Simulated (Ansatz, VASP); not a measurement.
**Be3SeO2 in VASP and in Ansatz**

File INCAR:

```
SYSTEM = Be3SeO2
ALGO = Normal
EDIFF = 1E-7
EDIFFG = -0.04
ENCUT = 600
GGA = PE
IBRION = 2
ISIF = 3
ISMEAR = 0
LASPH = .True.
LCHARG = .False.
LREAL = .False.
LWAVE = .False.
NELM = 100
NSW = 90
PREC = Accurate
SIGMA = 0.1
```

KPOINTS

```
k-points
0
Gamma
  6 6 2
  0 0 0
```

File POSCAR:

```
Be3SeO2
1.0
    2.7798543100      0.0000000000      0.0000000000
    0.0000000000      2.7798543100      0.0000000000
    0.0000000000      0.0000000000      8.4163850600
Be Se O
3 1 2
Direct
    0.0000000000      0.0000000000      0.8390681100
    0.0000000000      0.0000000000      0.1609318900
    0.0000000000      0.0000000000      0.5000000000
    0.5000000000      0.5000000000      0.0000000000
    0.5000000000      0.5000000000      0.3248246900
    0.5000000000      0.5000000000      0.6751753100
```

Input for Ansatz:

```yaml
crystal:
  lattice:
    - [2.77985431, 0.0, 0.0]
    - [0.0, 2.77985431, 0.0]
    - [0.0, 0.0, 8.41638506]
  atoms:
    - { symbol: Be, position: [0.0, 0.0, 0.83906811] }
    - { symbol: Be, position: [0.0, 0.0, 0.16093189] }
    - { symbol: Be, position: [0.0, 0.0, 0.5] }
    - { symbol: Se, position: [0.5, 0.5, 0.0] }
    - { symbol: O, position: [0.5, 0.5, 0.32482469] }
    - { symbol: O, position: [0.5, 0.5, 0.67517531] }
basis:
  ecutwfc: 420
kpoints:
  mp_grid: { grid: [6, 6, 2] }
hamiltonian:
  xc: pbe
scf:
  occupations: { method: gaussian, width: 0.1 }
  lower_state_search: "off"
output:
  forces: true
  stress: true
  eigenvalues: true
relax:
  adjacent_minimum: "off"
  f_tol: 0.04
  max_steps: 70
  cell: { stress_tol: 0.4 }
```

Change from the starting cell: species swapped into the Li3Tl2Cd type (P4/mmm, No. 123).

Alike in both runs: task relaxation of cell and atoms; functional PBE; k mesh 6 × 6 × 2; occupations gaussian, width 0.1 eV; no spin polarisation.

|  | VASP | Ansatz |
| --- | --- | --- |
| version | VASP 6.6.1 | Ansatz 0.2.0 |
| potentials or method | VASP PAW PBE potentials, release 64 (Be, Se, O), cutoff 600 eV | scalar-relativistic, plane waves, PAW |
| valence electrons in the cell | 24 | 34 |

|  | VASP | Ansatz | Ansatz less VASP |
| --- | --- | --- | --- |
| gap on the k mesh at the Fermi level, each at its own relaxed structure (eV) | none | none | - |
| relaxed volume (Å³/atom) | 9.39 | 9.43 | +0.046 |
| relaxed cell length with the largest relative difference (Å) | 8.356 | 8.372 | +0.0165 |

A gap of «none» marks a metal or a gap that the smearing closes. VASP's potentials hold 24 valence electrons a cell and Ansatz's 34, so a difference there can come from the potentials and not from the codes.

The k mesh is coarse, so the values compare programs but aren't converged.
